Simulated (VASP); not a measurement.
## CoO: single point with PBE

The system is CoO.

```xyz
2
Lattice="1.5451 0.8921 2.2991 -1.5451 0.8921 2.2991 0.0000 -1.7842 2.2991" Properties=species:S:1:pos:R:3 pbc="T T T"
Co    0.0000    0.0858    0.0000
O     0.0000   -0.3160    3.4486
```

This cell differs from its parent crystal: atoms displaced along a vibrational mode.

```yaml
Program: VASP 6.6.1
Task: single point
Functional: PBE
Potentials_or_basis: VASP PAW PBE potentials, release 64 (Co, O)
Cutoff: 520 eV
k_mesh: 18 × 18 × 18
Occupations: gaussian, width 0.15 eV
Spin: collinear spin, ferromagnetic start
Starting_moments: "[2.7, 0.34] μB"
```

| Item | Value |
| --- | --- |
| Pressure | 14.2 GPa |
| Largest force | 2.019 eV/Å |
| Net moment | 2.75 μB per cell |
| Site moments | Co +2.37; O +0.30 μB |
| Valence electrons inside the program's atomic spheres | Co 8.04; O 5.01 |

Forces in eV/Å, atoms in the order of the input:
```
Co   0.000 -1.702 -1.086
O    0.000  1.702  1.086
```

Stress tensor (GPa, compression positive):
```
 6.21  0.00  0.00
 0.00 17.07 16.90
 0.00 16.90 19.17
```

Levels at points of the mesh, in eV from the Fermi level:
Spin up:
```
           k point  band 6  band 7  band 8  band 9  band 10  band 11  band 12  band 13
(0.00, 0.00, 0.00)   -2.83   -1.39   -1.37   -0.71     0.79    15.40    16.86    18.09
(0.50, 0.00, 0.00)   -2.22   -1.78   -0.68    0.07     5.93     8.40    14.50    15.23
(0.00, 0.00, 0.50)   -2.19   -1.72    0.33    0.53     5.47     8.21    13.44    15.17
(0.50, 0.50, 0.00)   -2.36   -2.30   -2.01   -1.91     5.38    10.61    11.39    15.31
(0.50, 0.00, 0.50)   -2.14   -2.00   -1.89   -1.63     5.28     9.89    11.18    16.57
(0.50, 0.50, 0.50)   -2.17   -1.51   -0.69   -0.18     5.29     9.67    12.86    13.81
```
Spin down:
```tsv
k point	band 3	band 4	band 5	band 6	band 7	band 8	band 9	band 10
(0.00, 0.00, 0.00)	-4.26	-3.73	-1.07	-0.74	0.37	0.80	1.31	1.66
(0.50, 0.00, 0.00)	-5.05	-4.38	-0.51	-0.04	0.07	1.47	2.39	6.58
(0.00, 0.00, 0.50)	-5.34	-5.15	-0.28	-0.27	0.54	2.70	2.84	5.89
(0.50, 0.50, 0.00)	-4.75	-4.32	-1.51	0.08	0.17	0.49	0.68	6.15
(0.50, 0.00, 0.50)	-5.30	-4.56	-0.94	0.05	0.23	0.71	1.03	6.15
(0.50, 0.50, 0.50)	-5.27	-4.86	-0.23	-0.05	0.33	1.40	2.17	6.01
```

Run time: 36 min on 1 thread of Oxide Virtual Turin-like Processor, with other jobs on the host, peak memory 0.8 GiB.

Caveat: the cell differs from its parent crystal (atoms displaced along a vibrational mode); the cell stands under pressure; a cell with one magnetic atom can't hold antiferromagnetic order, which such compounds often take; semilocal functionals often make such compounds metallic where correlation or magnetic order opens a gap, which also shifts bond lengths; forces of over 1 eV/Å act on the atoms, so gaps and moduli don't describe the material at rest.
